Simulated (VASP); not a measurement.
# MgO (P6_3/mmc) in VASP: further runs, part 3 of 3

VASP 6.6.1. Earlier steps stand in the parts before.

## (5) Vibrations by perturbation theory, LDA

This run uses another cell than the first one, of 10.45 Å³/atom.

INCAR

```
ALGO     = Normal         # electronic algorithm
EDIFF    = 1E-8           # SCF threshold, eV
ENCUT    = 520            # plane-wave cutoff, eV
IBRION   = 8              # ionic algorithm
ISIF     = 2              # what is computed and relaxed
ISMEAR   = 0              # smearing method
LASPH    = True           # aspherical terms in the spheres
LCHARG   = True           # write CHGCAR
LEPSILON = True           # dielectric tensor by DFPT
LREAL    = False          # projectors in reciprocal space
LWAVE    = False          # write WAVECAR
NBANDS   = 16             # bands
NELM     = 100            # most SCF steps
NSW      = 1              # ionic steps
PREC     = Accurate       # precision mode
SIGMA    = 0.01           # smearing width, eV
```

KPOINTS

```
k-points
0
Gamma
  12 12 6
```

POSCAR

```
MgO
1.0
    3.4265760577      0.0000000000      0.0000000000
   -1.7132880288      2.9675019139      0.0000000000
    0.0000000000      0.0000000000      4.1125883338
Mg O
2 2
Direct
    0.6666666667      0.3333333333      0.7500000000
    0.3333333333      0.6666666667      0.2500000000
    0.6666666667      0.3333333333      0.2500000000
    0.3333333333      0.6666666667      0.7500000000
```

Potentials or basis: VASP PAW LDA potentials, release 64 (Mg, O).

Started as:

```bash
$ cat potpaw_LDA.64/Mg/POTCAR potpaw_LDA.64/O/POTCAR > POTCAR
$ mpirun -np 1 vasp_std > vasp.out
```

OUTCAR:

```text
EDIFF = 1E-8
   ENCUT = 520
   IBRION = 8
   ISIF = 2
   ISMEAR = 0
   LASPH = True
   LEPSILON = True
   LREAL = False
   NELM = 100
   NSW = 1
   PREC = Accurate

 ion  position               nearest neighbor table
   1  0.667  0.333  0.750-   4 1.98   4 1.98   4 1.98   3 2.06   3 2.06   2 2.85   2 2.85   2 2.85
                             2 2.85   2 2.85   2 2.85
   2  0.333  0.667  0.250-   3 1.98   3 1.98   3 1.98   4 2.06   4 2.06   1 2.85   1 2.85   1 2.85
                             1 2.85   1 2.85   1 2.85
   3  0.667  0.333  0.250-   2 1.98   2 1.98   2 1.98   1 2.06   1 2.06
   4  0.333  0.667  0.750-   1 1.98   1 1.98   1 1.98   2 2.06   2 2.06

  LATTYP: Found a hexagonal cell.
 ALAT       =     3.4265760577
 C/A-ratio  =     1.2002034289

  Lattice vectors:

 A1 = (   3.4265760577,   0.0000000000,   0.0000000000)
 A2 = (  -1.7132880288,   2.9675019139,   0.0000000000)
 A3 = (   0.0000000000,   0.0000000000,   4.1125883338)

Analysis of symmetry for initial positions (statically):
=====================================================================
 Subroutine PRICEL returns:
 Original cell was already a primitive cell.

 Routine SETGRP: Setting up the symmetry group for a
 hexagonal supercell.

 Subroutine GETGRP returns: Found 24 space group operations
 (whereof 12 operations were pure point group operations)
 out of a pool of 24 trial point group operations.

The static configuration has the point symmetry D_3d.
 The point group associated with its full space group is D_6h.

Analysis of symmetry for dynamics (positions and initial velocities):
=====================================================================
 Subroutine PRICEL returns:
 Original cell was already a primitive cell.

 Routine SETGRP: Setting up the symmetry group for a
 hexagonal supercell.

 Subroutine GETGRP returns: Found 24 space group operations
 (whereof 12 operations were pure point group operations)
 out of a pool of 24 trial point group operations.

The dynamic configuration has the point symmetry D_3d.
 The point group associated with its full space group is D_6h.

 Subroutine INISYM returns: Found 24 space group operations
 (whereof 12 operations are pure point group operations),
 and found     1 'primitive' translations

----------------------------------------------------------------------------------------

                                     Primitive cell
[... 697 lines left out ...]
 ------------------------------------------------------
           2.933961     0.000000     0.000000
           0.000000     2.933961     0.000000
           0.000000    -0.000000     2.933933
 ------------------------------------------------------

 PIEZOELECTRIC TENSOR (including local field effects)  for field in x, y, z        (e  Angst)
          XX          YY          ZZ          XY          YZ          ZX
  --------------------------------------------------------------------------------
  x     0.00000     0.00000     0.00000     0.00000     0.00000     0.00000
  y     0.00000     0.00000     0.00000     0.00000     0.00000     0.00000
  z     0.00000     0.00000     0.00000     0.00000     0.00000     0.00000

 PIEZOELECTRIC TENSOR (including local field effects)  for field in x, y, z        (C/m^2)
          XX          YY          ZZ          XY          YZ          ZX
  --------------------------------------------------------------------------------
  x     0.00000     0.00000     0.00000     0.00000     0.00000     0.00000
  y     0.00000     0.00000     0.00000     0.00000     0.00000     0.00000
  z     0.00000     0.00000     0.00000     0.00000     0.00000     0.00000

 BORN EFFECTIVE CHARGES (including local field effects) (in |e|, cummulative output)
 ---------------------------------------------------------------------------------
 ion    1
    1     1.75524     0.00000     0.00000
    2     0.00000     1.75524     0.00000
    3     0.00000    -0.00000     1.97570
 ion    2
    1     1.75524     0.00000     0.00000
    2     0.00000     1.75524     0.00000
    3     0.00000     0.00000     1.97570
 ion    3
    1    -1.75524    -0.00000     0.00000
    2    -0.00000    -1.75524     0.00000
    3     0.00000     0.00000    -1.97570
 ion    4
    1    -1.75524    -0.00000     0.00000
    2    -0.00000    -1.75524     0.00000
    3     0.00000     0.00000    -1.97570

 INTERNAL STRAIN TENSOR FOR ION    4 for displacements in x,y,z  (eV/Angst):
          X           Y           Z          XY          YZ          ZX
  --------------------------------------------------------------------------------
  x    -0.00000     0.00000     0.00000   -10.43139     0.00000     0.00000
  y   -10.43139    10.43139    -0.00000     0.00000     0.00000     0.00000
  z     0.00000    -0.00000     0.00000     0.00000    -0.00000     0.00000

 SECOND DERIVATIVES (NOT SYMMETRIZED)
 ------------------------------------
               1X          1Y          1Z          2X          2Y          2Z          3X          3Y          3Z          4X          4Y          4Z
  1X   -11.794019   -0.000000    0.000000    1.557017    0.000000    0.000000    1.692282    0.000000    0.000000    8.544721    0.000000    0.000000
  1Y    -0.000000  -11.794019    0.000000    0.000000    1.557017    0.000000    0.000000    1.692282    0.000000    0.000000    8.544721    0.000000
  1Z     0.000000    0.000000  -11.702477   -0.000000    0.000000    5.485395    0.000000    0.000000    4.096498   -0.000000    0.000000    2.120584
  2X     1.557017    0.000000    0.000000  -11.794019   -0.000000    0.000000    8.544721    0.000000    0.000000    1.692282    0.000000    0.000000
  2Y     0.000000    1.557017    0.000000   -0.000000  -11.794019    0.000000    0.000000    8.544721    0.000000    0.000000    1.692282    0.000000
  2Z    -0.000000    0.000000    5.485395    0.000000    0.000000  -11.702477   -0.000000    0.000000    2.120584    0.000000    0.000000    4.096498
  3X     1.696529    0.000000    0.000000    8.547552    0.000000    0.000000  -12.201581   -0.000000    0.000000    1.957500    0.000000    0.000000
  3Y     0.000000    1.696529    0.000000    0.000000    8.547552    0.000000   -0.000000  -12.201581    0.000000    0.000000    1.957500    0.000000
  3Z    -0.000000    0.000000    4.094755    0.000000    0.000000    2.142280    0.000000    0.000000  -12.613062   -0.000000    0.000000    6.376027
  4X     8.547552    0.000000    0.000000    1.696529    0.000000    0.000000    1.957500    0.000000    0.000000  -12.201581   -0.000000    0.000000
  4Y     0.000000    8.547552    0.000000    0.000000    1.696529    0.000000    0.000000    1.957500    0.000000   -0.000000  -12.201581    0.000000
  4Z     0.000000    0.000000    2.142280   -0.000000    0.000000    4.094755   -0.000000    0.000000    6.376027    0.000000    0.000000  -12.613062

 Eigenvectors and eigenvalues of the dynamical matrix
 ----------------------------------------------------

   1 f  =   17.173021 THz   107.901274 2PiTHz  572.830324 cm-1    71.021876 meV
             X         Y         Z           dx          dy          dz
      1.713288  0.989167  3.084441     0.000000   -0.000000    0.138278
     -0.000000  1.978335  1.028147    -0.000000   -0.000000   -0.138278
      1.713288  0.989167  1.028147     0.000000    0.000000   -0.693454
     -0.000000  1.978335  3.084441    -0.000000   -0.000000    0.693454
[... 71 lines left out ...]
  12 f/i=    0.009843 THz     0.061845 2PiTHz    0.328328 cm-1     0.040707 meV
             X         Y         Z           dx          dy          dz
      1.713288  0.989167  3.084441    -0.000000    0.000000   -0.549451
     -0.000000  1.978335  1.028147    -0.000000    0.000000   -0.549451
      1.713288  0.989167  1.028147    -0.000000    0.000000   -0.445088
     -0.000000  1.978335  3.084441    -0.000000    0.000000   -0.445088

--------------------------------------------------------------------------------------------------------

 MACROSCOPIC STATIC DIELECTRIC TENSOR IONIC CONTRIBUTION
 ------------------------------------------------------
           2.603638     0.000000    -0.000000
           0.000000     2.603638    -0.000000
          -0.000000    -0.000000     5.424851
 ------------------------------------------------------

 ELASTIC MODULI CONTR FROM IONIC RELAXATION (kBar)
 Direction    XX          YY          ZZ          XY          YZ          ZX
 --------------------------------------------------------------------------------
 XX        -719.0719    719.0719     -0.0000     -0.0000      0.0000      0.0000
 YY         719.0719   -719.0719      0.0000     -0.0000     -0.0000     -0.0000
 ZZ          -0.0000      0.0000     -0.0000     -0.0000      0.0000     -0.0000
 XY          -0.0000     -0.0000     -0.0000   -719.0719      0.0000      0.0000
 YZ           0.0000     -0.0000      0.0000      0.0000     -0.0000     -0.0000
 ZX           0.0000     -0.0000     -0.0000      0.0000     -0.0000     -0.0000
 --------------------------------------------------------------------------------

 PIEZOELECTRIC TENSOR IONIC CONTR  for field in x, y, z        (C/m^2)
          XX          YY          ZZ          XY          YZ          ZX
  --------------------------------------------------------------------------------
  x    -0.00000     0.00000    -0.00000    -0.00000    -0.00000     0.00000
  y     0.00000    -0.00000    -0.00000    -0.00000    -0.00000    -0.00000
  z    -0.00000     0.00000    -0.00000    -0.00000    -0.00000    -0.00000
```

Run time: 15 min. Hardware: 1 thread of Intel Xeon 8259CL, shared host; peak memory 0.55 GiB.

What came out:

```
Electronic dielectric tensor (diagonal)                 : 2.93
Born charges (mean of the diagonal)                     : Mg +1.83; O -1.83 e
Highest phonon frequency at Γ, LO-TO splitting left out : 573 cm⁻¹
```

Phonon frequencies in cm⁻¹ (negative: imaginary):
| q point | frequencies |
| --- | --- |
| (0.000, 0.000, 0.000) | 0 0 0 300 300 419 432 537 537 548 548 573 |

Electronic dielectric tensor:
```
2.93 0.00 0.00
0.00 2.93 0.00
0.00 0.00 2.93
```

Born effective charge tensors (e):
atom 1, Mg
```
1.76 0.00 0.00
0.00 1.76 0.00
0.00 0.00 1.98
```
atom 2, Mg
```
1.76 0.00 0.00
0.00 1.76 0.00
0.00 0.00 1.98
```
atom 3, O
```
-1.76  0.00  0.00
 0.00 -1.76  0.00
 0.00  0.00 -1.98
```
atom 4, O
```
-1.76  0.00  0.00
 0.00 -1.76  0.00
 0.00  0.00 -1.98
```

Caveat: the cell stands under pressure or tension, which shifts response properties.
